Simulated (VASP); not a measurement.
# SrO (Fm-3m) in VASP: a series of runs

The runs below take SrO through single point, with PBE.

All numbers are computed with VASP 6.6.1; they aren't measurements. Logs are shortened: lines on timing, memory, paths and dates and some standing lists are left out, and cuts for length are marked.

### 1 The cell of the first run

It takes space group Fm-3m (No. 225, cubic). The conventional cell has a = 4.701 Å, b = 4.701 Å, c = 4.701 Å, α = 90.00°, β = 90.00°, γ = 90.00°. Within 3.1 Å of Sr (site symmetry m-3m) lie 6 O at 2.35 Å. Within 3.1 Å of O (site symmetry m-3m) lie 6 Sr at 2.35 Å.

### 2 Single point, PBE

File INCAR:

```
SYSTEM = SrO
  PREC = Accurate
  ENCUT = 600
  EDIFF = 1E-6
  ISMEAR = 0
  SIGMA = 0.01
  LREAL = .FALSE.
  LASPH = .TRUE.
  NELM = 120
  ALGO = Normal
  ISIF = 2
  LWAVE = .FALSE.
  LCHARG = .FALSE.
  GGA = PE
  NBANDS = 15
  GGA_COMPAT = .FALSE.
```

File KPOINTS:

```
Automatic mesh
0
G
  4 4 4
  0 0 0
```

File POSCAR:

```
SrO
1.0
    0.0000000000      2.3504189100      2.3504189100
    2.3504189100      0.0000000000      2.3504189100
    2.3504189100      2.3504189100      0.0000000000
Sr O
1 1
Direct
    0.0000000000      0.0000000000      0.0000000000
    0.5000000000      0.5000000000      0.5000000000
```

Potentials or basis: VASP PAW PBE potentials, release 64 (Sr_sv, O).

Started as:

```bash
$ cat potpaw_PBE.64/Sr_sv/POTCAR potpaw_PBE.64/O/POTCAR > POTCAR
$ mpirun -np 1 vasp_std > vasp.out
```

OUTCAR:

```text
SYSTEM = SrO
   PREC = Accurate
   ENCUT = 600
   EDIFF = 1E-6
   ISMEAR = 0
   LREAL = .FALSE.
   LASPH = .TRUE.
   NELM = 120
   ISIF = 2
   GGA = PE

 ion  position               nearest neighbor table
   1  0.000  0.000  0.000-   2 2.35   2 2.35   2 2.35   2 2.35   2 2.35   2 2.35
   2  0.500  0.500  0.500-   1 2.35   1 2.35   1 2.35   1 2.35   1 2.35   1 2.35

  LATTYP: Found a face centered cubic cell.
 ALAT       =     4.7008378200

  Lattice vectors:

 A1 = (   0.0000000000,   2.3504189100,   2.3504189100)
 A2 = (   2.3504189100,   0.0000000000,   2.3504189100)
 A3 = (   2.3504189100,   2.3504189100,   0.0000000000)

Analysis of symmetry for initial positions (statically):
=====================================================================
 Subroutine PRICEL returns:
 Original cell was already a primitive cell.

 Routine SETGRP: Setting up the symmetry group for a
 face centered cubic supercell.

 Subroutine GETGRP returns: Found 48 space group operations
 (whereof 48 operations were pure point group operations)
 out of a pool of 48 trial point group operations.

The static configuration has the point symmetry O_h .

Analysis of symmetry for dynamics (positions and initial velocities):
=====================================================================
 Subroutine PRICEL returns:
 Original cell was already a primitive cell.

 Routine SETGRP: Setting up the symmetry group for a
 face centered cubic supercell.

 Subroutine GETGRP returns: Found 48 space group operations
 (whereof 48 operations were pure point group operations)
 out of a pool of 48 trial point group operations.

The dynamic configuration has the point symmetry O_h .

 Subroutine INISYM returns: Found 48 space group operations
 (whereof 48 operations are pure point group operations),
 and found     1 'primitive' translations

----------------------------------------------------------------------------------------

                                     Primitive cell

  volume of cell :      25.9696

  direct lattice vectors                    reciprocal lattice vectors
     0.000000000  2.350418910  2.350418910    -0.212728037  0.212728037  0.212728037
     2.350418910  0.000000000  2.350418910     0.212728037 -0.212728037  0.212728037
     2.350418910  2.350418910  0.000000000     0.212728037  0.212728037 -0.212728037

  length of vectors
     3.323994300  3.323994300  3.323994300     0.368455768  0.368455768  0.368455768

  position of ions in fractional coordinates (direct lattice)
     0.000000000  0.000000000  0.000000000
     0.500000000  0.500000000  0.500000000

  ion indices of the primitive-cell ions
   primitive index   ion index
                 1           1
                 2           2

----------------------------------------------------------------------------------------

 KPOINTS: Automatic mesh

Automatic generation of k-mesh.
 Grid dimensions read from file:
 generate k-points for:    4    4    4

 Generating k-lattice:

  Cartesian coordinates                     Fractional coordinates (reciprocal lattice)
    -0.053182009  0.053182009  0.053182009     0.250000000  0.000000000  0.000000000
     0.053182009 -0.053182009  0.053182009     0.000000000  0.250000000  0.000000000
     0.053182009  0.053182009 -0.053182009     0.000000000  0.000000000  0.250000000

  Length of vectors
     0.092113942  0.092113942  0.092113942

  Shift w.r.t. Gamma in fractional coordinates (k-lattice)
     0.000000000  0.000000000  0.000000000

 Subroutine IBZKPT returns following result:
 ===========================================

 Found      8 irreducible k-points:

 Following reciprocal coordinates:
            Coordinates               Weight
  0.000000  0.000000  0.000000      1.000000
  0.250000  0.000000  0.000000      8.000000
  0.500000  0.000000  0.000000      4.000000
  0.250000  0.250000  0.000000      6.000000
  0.500000  0.250000  0.000000     24.000000
 -0.250000  0.250000  0.000000     12.000000
  0.500000  0.500000  0.000000      3.000000
 -0.250000  0.500000  0.250000      6.000000
   k-points           NKPTS =      8   k-points in BZ     NKDIM =      8   number of bands    NBANDS=     15
   number of dos      NEDOS =    301   number of ions     NIONS =      2
   total plane-waves  NPLWV =  21952
   dimension x,y,z NGX =    28 NGY =   28 NGZ =   28
   dimension x,y,z NGXF=    56 NGYF=   56 NGZF=   56
   ions per type =               1   1
   NGX,Y,Z   is equivalent  to a cutoff of  14.00, 14.00, 14.00 a.u.
   NGXF,Y,Z  is equivalent  to a cutoff of  28.01, 28.01, 28.01 a.u.
 SYSTEM =  SrO
   PREC   = accura    normal or accurate (medium, high low for compatibility)
   ISTART =      0    job   : 0-new  1-cont  2-samecut
   ICHARG =      2    charge: 1-file 2-atom 10-const
   ISPIN  =      1    spin polarized calculation?
   LNONCOLLINEAR =      F non collinear calculations
   LSORBIT =      F    spin-orbit coupling
   LASPH  =      T    aspherical Exc in radial PAW
   ENCUT  =  600.0 eV  44.10 Ry    6.64 a.u.   6.64  6.64  6.64*2*pi/ulx,y,z
   NELM   =    120;   NELMIN=  2; NELMDL= -5     # of ELM steps
   EDIFF  = 0.1E-05   stopping-criterion for ELM
   LREAL  =      F    real-space projection
   EDIFFG = 0.1E-04   stopping-criterion for IOM
   NSW    =      0    number of steps for IOM
   IBRION =     -1    ionic relax: 0-MD 1-quasi-New 2-CG
   NFREE  =      0    steps in history (QN), initial steepest desc. (CG)
   ISIF   =      2    stress and relaxation
   ISYM   =      2    0-nonsym 1-usesym 2-fastsym
   POTIM  = 0.5000    time-step for ionic-motion
   TEBEG  =    0.0;   TEEND  =   0.0 temperature during run
   PSTRESS=    0.0 pullay stress
   NELECT =      16.0000    total number of electrons
   NUPDOWN=      -1.0000    fix difference up-down
   EMIN   =  10.00;   EMAX   =-10.00  energy-range for DOS
   EFERMI =   0.00;   METHOD = LEGACY
   ISMEAR =     0;   SIGMA  =   0.01  broadening in eV -4-tet -1-fermi 0-gaus
   EFERMI_NEDOS =   21; number of points for ismear=-14 and -15
   IALGO  =     38    algorithm
   IMIX   =      4    mixing-type and parameters
     AMIX     =   0.40;   BMIX     =  1.00
     AMIX_MAG =   1.60;   BMIX_MAG =  1.00
  volume/ion in A,a.u.               =      12.98        87.63
  Fermi-wavevector in a.u.,A,eV,Ry     =   1.393027  2.632439 26.402437  1.940524
  Thomas-Fermi vector in A             =   2.516713
   LORBIT       =      0    0 simple, 1 ext, 2 COOP (PROOUT), +10 PAW based schemes
   GGA     = PE    functional components
   LHFCALC =     F    Hartree Fock is set to
   AEXX    =    0.0000 exact exchange contribution
   IVDW    =     0    specifies the selected vdW correction
   LEPSILON=     F    determine dielectric tensor
   LRPA    =     F    only Hartree local field effects (RPA)
 non-spin polarized calculation
 Gauss-broadening in eV      SIGMA  =   0.01
  energy-cutoff  :      600.00
  volume of cell :       25.97
 maximum number of plane-waves:       893
 NGX is ok and might be reduce to    28
   NGX = 13   NGY = 13   NGZ = 13

 number of electron      15.9999999 magnetization

 Free energy of the ion-electron system (eV)
  ---------------------------------------------------
  ext. energy  EPLUGINS =         0.00000000
  ---------------------------------------------------
  free energy    TOTEN  =       -10.91279104 eV

  energy without entropy =      -10.91279104  energy(sigma->0) =      -10.91279104

 E-fermi :   3.6239     XC(G=0): -11.3691

 val. band max:        3.4986340395   @ k =   0.5000   0.5000   0.0000
 cond. band min:       6.0761162142   @ k =   0.5000   0.5000   0.0000
 fundamental gap:      2.5774821747
 Fermi energy:         3.6239203518

 k-point     1 :       0.0000    0.0000    0.0000
  band No.  band energies     occupation
      1     -28.5369      2.00000
      2     -12.2025      2.00000
      3      -9.6896      2.00000
      4      -9.6896      2.00000
      5      -9.6896      2.00000
      6       3.1904      2.00000
      7       3.1904      2.00000
      8       3.1904      2.00000
      9       9.4320      0.00000
     10       9.8565      0.00000
     11       9.8565      0.00000
     12       9.8565      0.00000
     13      12.7127      0.00000
     14      12.7127      0.00000
     15      17.1467      0.00000

 k-point     2 :       0.2500    0.0000    0.0000
  band No.  band energies     occupation
      1     -28.3247      2.00000
      2     -13.5880      2.00000
      3      -9.7576      2.00000
      4      -9.7576      2.00000
      5      -8.7509      2.00000
      6       1.6273      2.00000
      7       2.1724      2.00000
      8       2.1724      2.00000
      9       9.8159      0.00000
     10      11.4076      0.00000
     11      11.4076      0.00000
     12      11.9615      0.00000
     13      14.8959      0.00000
     14      14.8959      0.00000
     15      21.3035      0.00000

 k-point     3 :       0.5000    0.0000    0.0000
  band No.  band energies     occupation
      1     -28.0980      2.00000
      2     -14.5889      2.00000
      3      -9.8212      2.00000
      4      -9.8212      2.00000
      5      -8.2017      2.00000
      6       0.4482      2.00000
      7       1.3732      2.00000
      8       1.3732      2.00000
      9      10.9215      0.00000
     10      13.6194      0.00000
     11      13.6194      0.00000
     12      13.9779      0.00000
     13      17.9339      0.00000
     14      17.9339      0.00000
     15      21.4770      0.00000
[... 55 lines left out ...]
 k-point     7 :       0.5000    0.5000    0.0000
  band No.  band energies     occupation
      1     -27.9797      2.00000
      2     -12.4964      2.00000
      3     -11.8144      2.00000
      4     -10.5163      2.00000
      5     -10.5163      2.00000
      6       3.4049      2.00000
      7       3.4049      2.00000
      8       3.4986      2.00000
      9       6.0761      0.00000
     10      13.2964      0.00000
     11      15.1788      0.00000
     12      16.2287      0.00000
     13      16.5758      0.00000
     14      16.5758      0.00000
     15      20.9113      0.00000

 k-point     8 :      -0.2500    0.5000    0.2500
  band No.  band energies     occupation
      1     -27.9708      2.00000
      2     -13.3689      2.00000
      3     -11.2107      2.00000
      4     -11.2107      2.00000
      5      -9.0074      2.00000
      6       1.5768      2.00000
      7       3.2138      2.00000
      8       3.2138      2.00000
      9       9.8690      0.00000
     10       9.8690      0.00000
     11      14.0246      0.00000
     12      16.6053      0.00000
     13      17.0961      0.00000
     14      19.6541      0.00000
     15      21.4058      0.00000

------------------------ aborting loop because EDIFF is reached ----------------------------------------

  FORCE on cell =-STRESS in cart. coord.  units (eV):
  Direction    XX          YY          ZZ          XY          YZ          ZX
  --------------------------------------------------------------------------------------
  -------------------------------------------------------------------------------------
  Total        8.3808710      8.3808710      8.3808710      0.0000000     -0.0000000      0.0000000
  in kB      517.0516446    517.0516446    517.0516446      0.0000000     -0.0000000      0.0000000
  external PRESSURE =     517.0516446 kB  Pullay stress =       0.0000000 kB

 VOLUME and BASIS-vectors are now :
 -----------------------------------------------------------------------------
  energy-cutoff  :      600.00
  volume of cell :       25.97
      direct lattice vectors                 reciprocal lattice vectors
     0.000000000  2.350418910  2.350418910    -0.212728037  0.212728037  0.212728037
     2.350418910  0.000000000  2.350418910     0.212728037 -0.212728037  0.212728037
     2.350418910  2.350418910  0.000000000     0.212728037  0.212728037 -0.212728037

 POSITION                                       TOTAL-FORCE (eV/Angst)
 -----------------------------------------------------------------------------------
      0.00000      0.00000      0.00000        -0.000000      0.000000     -0.000000
      2.35042      2.35042      2.35042         0.000000     -0.000000      0.000000
 -----------------------------------------------------------------------------------
    total drift:                                0.000000      0.000000      0.000000

  FREE ENERGIE OF THE ION-ELECTRON SYSTEM (eV)
  ---------------------------------------------------
  free  energy   TOTEN  =       -10.9127910408 eV

  energy  without entropy=      -10.9127910408  energy(sigma->0) =      -10.91279104
```

Run time: 8.8 s. Hardware: 1 thread of Intel Xeon 8259CL, shared host; peak memory 0.16 GiB.

Results:

```
Free energy            : -10.9128 eV
Pressure               : 51.7 GPa
Band gap on the k mesh : 2.58 eV
```

Caveat: the k points lie up to 0.58 Å⁻¹ apart.

[end of part 1 of 2]
